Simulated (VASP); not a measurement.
# Ba (Im-3m) in VASP: notebook

Ba is run at these levels: r2SCAN; tasks: single point.

Everything below comes from runs of VASP 6.6.1. Logs are shortened: lines on timing, memory, paths and dates and some standing lists are left out, and cuts for length are marked.

**1. The cell of the first run**

The structure is cubic, space group Im-3m (No. 229). The conventional cell has a = 5.074 Å, b = 5.074 Å, c = 5.074 Å, α = 90.00°, β = 90.00°, γ = 90.00°. Within 5.8 Å of Ba (site symmetry m-3m) lie 14 Ba at 4.39 to 5.07 Å.

**2. Single point, r2SCAN**

File POSCAR:

```
Ba
1.0
   -2.5367939014      2.5367939014      2.5367939014
    2.5367939014     -2.5367939014      2.5367939014
    2.5367939014      2.5367939014     -2.5367939014
Ba
1
Direct
    0.0000000000      0.0000000000      0.0000000000
```

File INCAR.step1:

```
  ALGO = Normal
  EDIFF = 1E-4
  ENCUT = 520
  GGA = PE
  ISMEAR = -1
  LASPH = True
  LCHARG = False
  LREAL = False
  LWAVE = True
  NBANDS = 11
  NELM = 60
  PREC = Accurate
  SIGMA = 0.6
```

File INCAR.step2:

```
  ALGO = Normal
  EDIFF = 1E-7
  ENCUT = 520
  ISIF = 2
  ISMEAR = -1
  ISTART = 1
  LASPH = True
  LCHARG = False
  LMIXTAU = True
  LREAL = False
  LWAVE = False
  METAGGA = R2SCAN
  NBANDS = 11
  NELM = 60
  PREC = Accurate
  SIGMA = 0.6
```

File KPOINTS:

```
k-points
0
Gamma
  9 9 9
```

Potentials or basis: VASP PAW PBE potentials, release 64 (Ba_sv).

Run with:

```bash
$ cat potpaw_PBE.64/Ba_sv/POTCAR > POTCAR
$ cp INCAR.step1 INCAR
$ mpirun -np 1 vasp_std > vasp.out
$ cp INCAR.step2 INCAR
$ mpirun -np 1 vasp_std > vasp.out
```

OUTCAR:

```text
EDIFF = 1E-7
   ENCUT = 520
   ISIF = 2
   ISMEAR = -1
   ISTART = 1
   LASPH = True
   LREAL = False
   METAGGA = R2SCAN
   NELM = 60
   PREC = Accurate

 ion  position               nearest neighbor table
   1  0.000  0.000  0.000-

  LATTYP: Found a body centered cubic cell.
 ALAT       =     5.0735878028

  Lattice vectors:

 A1 = (  -2.5367939014,   2.5367939014,   2.5367939014)
 A2 = (   2.5367939014,  -2.5367939014,   2.5367939014)
 A3 = (   2.5367939014,   2.5367939014,  -2.5367939014)

Analysis of symmetry for initial positions (statically):
=====================================================================
 Subroutine PRICEL returns:
 Original cell was already a primitive cell.

 Routine SETGRP: Setting up the symmetry group for a
 body centered cubic supercell.

 Subroutine GETGRP returns: Found 48 space group operations
 (whereof 48 operations were pure point group operations)
 out of a pool of 48 trial point group operations.

The static configuration has the point symmetry O_h .

Analysis of symmetry for dynamics (positions and initial velocities):
=====================================================================
 Subroutine PRICEL returns:
 Original cell was already a primitive cell.

 Routine SETGRP: Setting up the symmetry group for a
 body centered cubic supercell.

 Subroutine GETGRP returns: Found 48 space group operations
 (whereof 48 operations were pure point group operations)
 out of a pool of 48 trial point group operations.

The dynamic configuration has the point symmetry O_h .

 Subroutine INISYM returns: Found 48 space group operations
 (whereof 48 operations are pure point group operations),
 and found     1 'primitive' translations

----------------------------------------------------------------------------------------

                                     Primitive cell

  volume of cell :      65.3004

  direct lattice vectors                    reciprocal lattice vectors
    -2.536793901  2.536793901  2.536793901     0.000000000  0.197099181  0.197099181
     2.536793901 -2.536793901  2.536793901     0.197099181  0.000000000  0.197099181
     2.536793901  2.536793901 -2.536793901     0.197099181  0.197099181  0.000000000

  length of vectors
     4.393855926  4.393855926  4.393855926     0.278740335  0.278740335  0.278740335

  position of ions in fractional coordinates (direct lattice)
[... 81 lines left out ...]
   IBRION =     -1    ionic relax: 0-MD 1-quasi-New 2-CG
   NFREE  =      0    steps in history (QN), initial steepest desc. (CG)
   ISIF   =      2    stress and relaxation
   ISYM   =      2    0-nonsym 1-usesym 2-fastsym
   POTIM  = 0.5000    time-step for ionic-motion
   TEBEG  =    0.0;   TEEND  =   0.0 temperature during run
   PSTRESS=    0.0 pullay stress
   NELECT =      10.0000    total number of electrons
   NUPDOWN=      -1.0000    fix difference up-down
   EMIN   =  10.00;   EMAX   =-10.00  energy-range for DOS
   EFERMI =   0.00;   METHOD = LEGACY
   ISMEAR =    -1;   SIGMA  =   0.60  broadening in eV -4-tet -1-fermi 0-gaus
   EFERMI_NEDOS =   21; number of points for ismear=-14 and -15
   IALGO  =     38    algorithm
   IMIX   =      4    mixing-type and parameters
     AMIX     =   0.40;   BMIX     =  1.00
     AMIX_MAG =   1.60;   BMIX_MAG =  1.00
  volume/ion in A,a.u.               =      65.30       440.67
  Fermi-wavevector in a.u.,A,eV,Ry     =   0.875863  1.655142 10.437525  0.767136
  Thomas-Fermi vector in A             =   1.995593
   LORBIT       =      0    0 simple, 1 ext, 2 COOP (PROOUT), +10 PAW based schemes
   METAGGA = R2SCAN    functional components
   LHFCALC =     F    Hartree Fock is set to
   AEXX    =    0.0000 exact exchange contribution
   IVDW    =     0    specifies the selected vdW correction
   LEPSILON=     F    determine dielectric tensor
   LRPA    =     F    only Hartree local field effects (RPA)
 non-spin polarized calculation
  energy-cutoff  :      520.00
  volume of cell :       65.30
 maximum number of plane-waves:      1775
 NGX is ok and might be reduce to    36
   NGX = 17   NGY = 17   NGZ = 17

 number of electron      10.0000000 magnetization

 Free energy of the ion-electron system (eV)
  ---------------------------------------------------
  ext. energy  EPLUGINS =         0.00000000
  ---------------------------------------------------
  free energy    TOTEN  =       -27.32485220 eV

  energy without entropy =      -25.66887726  energy(sigma->0) =      -26.49686473

 E-fermi :   1.4677     XC(G=0):  -7.6631

 val. band max:        1.4309541741   @ k =  -0.4444   0.4444   0.3333
 cond. band min:       1.4826569917   @ k =   0.2222   0.2222   0.1111
 fundamental gap:      0.0517028177
 Fermi energy:         1.4676517360

 k-point     1 :       0.0000    0.0000    0.0000
  band No.  band energies     occupation
      1     -28.2284      2.00000
      2     -12.8029      2.00000
      3     -12.8029      2.00000
      4     -12.8029      2.00000
      5      -1.2151      1.97739
      6       3.7405      0.04427
      7       3.7405      0.04427
      8       3.7405      0.04427
      9       5.0950      0.00473
     10       5.0950      0.00473
     11       8.7963      0.00001
[... 309 lines left out ...]
 k-point    24 :      -0.4444   -0.4444    0.1111
  band No.  band energies     occupation
      1     -28.1808      2.00000
      2     -13.1853      2.00000
      3     -13.0018      2.00000
      4     -12.8701      2.00000
      5       1.3151      1.12645
      6       2.1867      0.46350
      7       2.7509      0.21078
      8       4.3305      0.01680
      9       5.8386      0.00137
     10       7.2478      0.00013
     11       7.7980      0.00005

 [... further k-points ...]

------------------------ aborting loop because EDIFF is reached ----------------------------------------

  FORCE on cell =-STRESS in cart. coord.  units (eV):
  Direction    XX          YY          ZZ          XY          YZ          ZX
  --------------------------------------------------------------------------------------
  -------------------------------------------------------------------------------------
  Total        0.3279347      0.3279347      0.3279347      0.0000000      0.0000000     -0.0000000
  in kB        8.0460451      8.0460451      8.0460451      0.0000000      0.0000000     -0.0000000
  external PRESSURE =       8.0460451 kB  Pullay stress =       0.0000000 kB

 VOLUME and BASIS-vectors are now :
 -----------------------------------------------------------------------------
  energy-cutoff  :      520.00
  volume of cell :       65.30
      direct lattice vectors                 reciprocal lattice vectors
    -2.536793901  2.536793901  2.536793901     0.000000000  0.197099181  0.197099181
     2.536793901 -2.536793901  2.536793901     0.197099181  0.000000000  0.197099181
     2.536793901  2.536793901 -2.536793901     0.197099181  0.197099181  0.000000000

 POSITION                                       TOTAL-FORCE (eV/Angst)
 -----------------------------------------------------------------------------------
      0.00000      0.00000      0.00000         0.000000     -0.000000     -0.000000
 -----------------------------------------------------------------------------------
    total drift:                               -0.000000      0.000000      0.000000

  FREE ENERGIE OF THE ION-ELECTRON SYSTEM (eV)
  ---------------------------------------------------
  free  energy   TOTEN  =       -27.3248521999 eV

  energy  without entropy=      -25.6688772590  energy(sigma->0) =      -26.49686473
```

Wall time 68 s (1 thread of Intel Xeon 6975P-C (Granite Rapids), shared host); peak memory 0.22 GiB.

What came out:

```yaml
Free_energy: -27.3249 eV
Pressure: 0.8 GPa
Band_gap_on_the_k_mesh: zero (bands 5 and 6 overlap by 0.92 eV)
```

Levels at points of the mesh, in eV from the Fermi level:
```
           k point  band 3  band 4  band 5  band 6  band 7  band 8
(0.00, 0.00, 0.00)  -14.27  -14.27   -2.68    2.27    2.27    2.27
```

Caveat: so wide a smearing shifts energies and pressures; the PAW data sets were made with another functional, which shifts forces and pressure a little; spin-orbit coupling is left out, which moves the levels of the heavy elements.

**3. Single point, r2SCAN**

POSCAR is that of step 2.

File INCAR.step1:

```
PREC = Accurate
ENCUT = 520
ISMEAR = -1
SIGMA = 1.0
LREAL = False
LASPH = True
NELM = 60
NBANDS = 11
GGA = PE
ALGO = Normal
EDIFF = 1E-4
LWAVE = True
LCHARG = False
```

File INCAR.step2:

```
PREC = Accurate
ENCUT = 520
EDIFF = 1E-6
ISMEAR = -1
SIGMA = 1.0
LREAL = False
LASPH = True
NELM = 60
ALGO = Normal
ISIF = 2
LWAVE = False
LCHARG = True
METAGGA = R2SCAN
LMIXTAU = True
LELF = True
LVHAR = True
NBANDS = 11
ISTART = 1
```

File KPOINTS:

```
Automatic mesh
0
Gamma
  9 9 9
```

Potentials or basis: VASP PAW PBE potentials, release 64 (Ba_sv).

Run with:

```bash
$ cat potpaw_PBE.64/Ba_sv/POTCAR > POTCAR
$ cp INCAR.step1 INCAR
$ mpirun -np 1 vasp_std > vasp.out
$ cp INCAR.step2 INCAR
$ mpirun -np 1 vasp_std > vasp.out
```

OUTCAR:

```text
PREC = Accurate
   ENCUT = 520
   EDIFF = 1E-6
   ISMEAR = -1
   LREAL = False
   LASPH = True
   NELM = 60
   ISIF = 2
   METAGGA = R2SCAN
   ISTART = 1

 ion  position               nearest neighbor table
   1  0.000  0.000  0.000-

  LATTYP: Found a body centered cubic cell.
 ALAT       =     5.0735878028

  Lattice vectors:

 A1 = (  -2.5367939014,   2.5367939014,   2.5367939014)
 A2 = (   2.5367939014,  -2.5367939014,   2.5367939014)
 A3 = (   2.5367939014,   2.5367939014,  -2.5367939014)

Analysis of symmetry for initial positions (statically):
=====================================================================
 Subroutine PRICEL returns:
 Original cell was already a primitive cell.

 Routine SETGRP: Setting up the symmetry group for a
 body centered cubic supercell.

 Subroutine GETGRP returns: Found 48 space group operations
 (whereof 48 operations were pure point group operations)
 out of a pool of 48 trial point group operations.

The static configuration has the point symmetry O_h .

Analysis of symmetry for dynamics (positions and initial velocities):
=====================================================================
 Subroutine PRICEL returns:
 Original cell was already a primitive cell.

 Routine SETGRP: Setting up the symmetry group for a
 body centered cubic supercell.

 Subroutine GETGRP returns: Found 48 space group operations
 (whereof 48 operations were pure point group operations)
 out of a pool of 48 trial point group operations.

The dynamic configuration has the point symmetry O_h .

 Subroutine INISYM returns: Found 48 space group operations
 (whereof 48 operations are pure point group operations),
 and found     1 'primitive' translations

----------------------------------------------------------------------------------------

                                     Primitive cell

  volume of cell :      65.3004

  direct lattice vectors                    reciprocal lattice vectors
    -2.536793901  2.536793901  2.536793901     0.000000000  0.197099181  0.197099181
     2.536793901 -2.536793901  2.536793901     0.197099181  0.000000000  0.197099181
     2.536793901  2.536793901 -2.536793901     0.197099181  0.197099181  0.000000000

  length of vectors
     4.393855926  4.393855926  4.393855926     0.278740335  0.278740335  0.278740335

  position of ions in fractional coordinates (direct lattice)
     0.000000000  0.000000000  0.000000000

  ion indices of the primitive-cell ions
   primitive index   ion index
                 1           1

----------------------------------------------------------------------------------------

 KPOINTS: Automatic mesh

Automatic generation of k-mesh.
 Grid dimensions read from file:
 generate k-points for:    9    9    9

 Generating k-lattice:

  Cartesian coordinates                     Fractional coordinates (reciprocal lattice)
     0.000000000  0.021899909  0.021899909     0.111111111  0.000000000  0.000000000
     0.021899909  0.000000000  0.021899909     0.000000000  0.111111111  0.000000000
     0.021899909  0.021899909  0.000000000     0.000000000  0.000000000  0.111111111

  Length of vectors
     0.030971148  0.030971148  0.030971148

  Shift w.r.t. Gamma in fractional coordinates (k-lattice)
     0.000000000  0.000000000  0.000000000

 Subroutine IBZKPT returns following result:
 ===========================================

 Found     35 irreducible k-points:

 Following reciprocal coordinates:
            Coordinates               Weight
  0.000000  0.000000  0.000000      1.000000
  0.111111  0.000000  0.000000     12.000000
  0.222222  0.000000  0.000000     12.000000
  0.333333  0.000000  0.000000     12.000000
  0.444444  0.000000  0.000000     12.000000
  0.111111  0.111111  0.000000     24.000000
[... 16 lines left out ...]
 -0.333333  0.444444  0.111111     48.000000
 -0.444444 -0.444444  0.111111     24.000000
 [... further k-points ...]
   k-points           NKPTS =     35   k-points in BZ     NKDIM =     35   number of bands    NBANDS=     11
   number of dos      NEDOS =    301   number of ions     NIONS =      1
   total plane-waves  NPLWV =  46656
   dimension x,y,z NGX =    36 NGY =   36 NGZ =   36
   dimension x,y,z NGXF=    72 NGYF=   72 NGZF=   72
   ions per type =               1
   NGX,Y,Z   is equivalent  to a cutoff of  13.62, 13.62, 13.62 a.u.
   NGXF,Y,Z  is equivalent  to a cutoff of  27.24, 27.24, 27.24 a.u.
 SYSTEM =  unknown system
   PREC   = accura    normal or accurate (medium, high low for compatibility)
   ISTART =      1    job   : 0-new  1-cont  2-samecut
   ICHARG =      0    charge: 1-file 2-atom 10-const
   ISPIN  =      1    spin polarized calculation?
   LNONCOLLINEAR =      F non collinear calculations
   LSORBIT =      F    spin-orbit coupling
   LASPH  =      T    aspherical Exc in radial PAW
   ENCUT  =  520.0 eV  38.22 Ry    6.18 a.u.   8.17  8.17  8.17*2*pi/ulx,y,z
   NELM   =     60;   NELMIN=  2; NELMDL=  0     # of ELM steps
   EDIFF  = 0.1E-05   stopping-criterion for ELM
   LREAL  =      F    real-space projection
   EDIFFG = 0.1E-04   stopping-criterion for IOM
   NSW    =      0    number of steps for IOM
   IBRION =     -1    ionic relax: 0-MD 1-quasi-New 2-CG
   NFREE  =      0    steps in history (QN), initial steepest desc. (CG)
   ISIF   =      2    stress and relaxation
   ISYM   =      2    0-nonsym 1-usesym 2-fastsym
   POTIM  = 0.5000    time-step for ionic-motion
   TEBEG  =    0.0;   TEEND  =   0.0 temperature during run
   PSTRESS=    0.0 pullay stress
   NELECT =      10.0000    total number of electrons
   NUPDOWN=      -1.0000    fix difference up-down
   EMIN   =  10.00;   EMAX   =-10.00  energy-range for DOS
   EFERMI =   0.00;   METHOD = LEGACY
   ISMEAR =    -1;   SIGMA  =   1.00  broadening in eV -4-tet -1-fermi 0-gaus
   EFERMI_NEDOS =   21; number of points for ismear=-14 and -15
   IALGO  =     38    algorithm
   IMIX   =      4    mixing-type and parameters
     AMIX     =   0.40;   BMIX     =  1.00
     AMIX_MAG =   1.60;   BMIX_MAG =  1.00
  volume/ion in A,a.u.               =      65.30       440.67
  Fermi-wavevector in a.u.,A,eV,Ry     =   0.875863  1.655142 10.437525  0.767136
  Thomas-Fermi vector in A             =   1.995593
   LORBIT       =      0    0 simple, 1 ext, 2 COOP (PROOUT), +10 PAW based schemes
   METAGGA = R2SCAN    functional components
   LHFCALC =     F    Hartree Fock is set to
   AEXX    =    0.0000 exact exchange contribution
   IVDW    =     0    specifies the selected vdW correction
   LEPSILON=     F    determine dielectric tensor
   LRPA    =     F    only Hartree local field effects (RPA)
 non-spin polarized calculation
  energy-cutoff  :      520.00
  volume of cell :       65.30
 maximum number of plane-waves:      1775
 NGX is ok and might be reduce to    36
   NGX = 17   NGY = 17   NGZ = 17

 number of electron      10.0000000 magnetization

 Free energy of the ion-electron system (eV)
  ---------------------------------------------------
  ext. energy  EPLUGINS =         0.00000000
  ---------------------------------------------------
  free energy    TOTEN  =       -28.63078579 eV

  energy without entropy =      -24.92865575  energy(sigma->0) =      -26.77972077

 E-fermi :   1.1954     XC(G=0):  -7.5955

 val. band max:        1.1699185303   @ k =  -0.3333   0.4444   0.1111
 cond. band min:       1.2205106505   @ k =  -0.4444   0.4444   0.4444
 fundamental gap:      0.0505921201
 Fermi energy:         1.1953958546

 k-point     1 :       0.0000    0.0000    0.0000
  band No.  band energies     occupation
      1     -28.0776      2.00000
      2     -12.6790      2.00000
      3     -12.6790      2.00000
      4     -12.6790      2.00000
      5      -1.1400      1.82354
      6       3.7756      0.14084
      7       3.7756      0.14084
      8       3.7756      0.14084
      9       5.1469      0.03773
     10       5.1469      0.03773
     11       8.8021      0.00099
[... 309 lines left out ...]
 k-point    24 :      -0.4444   -0.4444    0.1111
  band No.  band energies     occupation
      1     -28.0298      2.00000
      2     -13.0648      2.00000
      3     -12.8801      2.00000
      4     -12.7470      2.00000
      5       1.3718      0.91203
      6       2.2513      0.51620
      7       2.7939      0.33638
      8       4.3749      0.07989
      9       5.8917      0.01809
     10       7.3014      0.00445
     11       7.8345      0.00261

 [... further k-points ...]

------------------------ aborting loop because EDIFF is reached ----------------------------------------

  FORCE on cell =-STRESS in cart. coord.  units (eV):
  Direction    XX          YY          ZZ          XY          YZ          ZX
  --------------------------------------------------------------------------------------
  -------------------------------------------------------------------------------------
  Total        0.6098394      0.6098394      0.6098394     -0.0000000      0.0000000     -0.0000000
  in kB       14.9627193     14.9627193     14.9627193     -0.0000000      0.0000000     -0.0000000
  external PRESSURE =      14.9627193 kB  Pullay stress =       0.0000000 kB

 VOLUME and BASIS-vectors are now :
 -----------------------------------------------------------------------------
  energy-cutoff  :      520.00
  volume of cell :       65.30
      direct lattice vectors                 reciprocal lattice vectors
    -2.536793901  2.536793901  2.536793901     0.000000000  0.197099181  0.197099181
     2.536793901 -2.536793901  2.536793901     0.197099181  0.000000000  0.197099181
     2.536793901  2.536793901 -2.536793901     0.197099181  0.197099181  0.000000000

 POSITION                                       TOTAL-FORCE (eV/Angst)
 -----------------------------------------------------------------------------------
      0.00000      0.00000      0.00000         0.000000      0.000000      0.000000
 -----------------------------------------------------------------------------------
    total drift:                               -0.000000      0.000000      0.000000

  FREE ENERGIE OF THE ION-ELECTRON SYSTEM (eV)
  ---------------------------------------------------
  free  energy   TOTEN  =       -28.6307857869 eV

  energy  without entropy=      -24.9286557472  energy(sigma->0) =      -26.77972077
```

OSZICAR.step1:

```text
N       E                     dE             d eps       ncg     rms          rms(c)
DAV:   1     0.558808926793E+02    0.55881E+02   -0.41571E+03   770   0.742E+02
DAV:   2    -0.151261564782E+01   -0.57394E+02   -0.55558E+02   954   0.137E+02
DAV:   3    -0.415508227324E+01   -0.26425E+01   -0.26116E+01   943   0.317E+01
DAV:   4    -0.422610208078E+01   -0.71020E-01   -0.70672E-01  1027   0.475E+00
DAV:   5    -0.422811330654E+01   -0.20112E-02   -0.20074E-02  1047   0.651E-01    0.197E+00
DAV:   6    -0.421662399835E+01    0.11489E-01   -0.13218E-02   929   0.863E-01    0.121E+00
DAV:   7    -0.421374456242E+01    0.28794E-02   -0.24352E-02   871   0.148E+00    0.102E-01
DAV:   8    -0.421368594873E+01    0.58614E-04   -0.11625E-03   915   0.288E-01    0.233E-02
DAV:   9    -0.421370609815E+01   -0.20149E-04   -0.24897E-05   532   0.371E-02
   1 F= -.42137061E+01 E0= -.23006321E+01  d E =-.382615E+01
```

It took 56 s on 1 thread of Intel Xeon 6975P-C (Granite Rapids), shared host; peak memory 0.22 GiB.

What came out:

| Item | Value |
| --- | --- |
| Free energy | -28.6308 eV |
| Pressure | 1.5 GPa |
| Band gap on the k mesh | zero (bands 5 and 6 overlap by 0.92 eV) |

Caveat: so wide a smearing shifts energies and pressures; the PAW data sets were made with another functional, which shifts forces and pressure a little; spin-orbit coupling is left out, which moves the levels of the heavy elements.

[end of part 1 of 2]
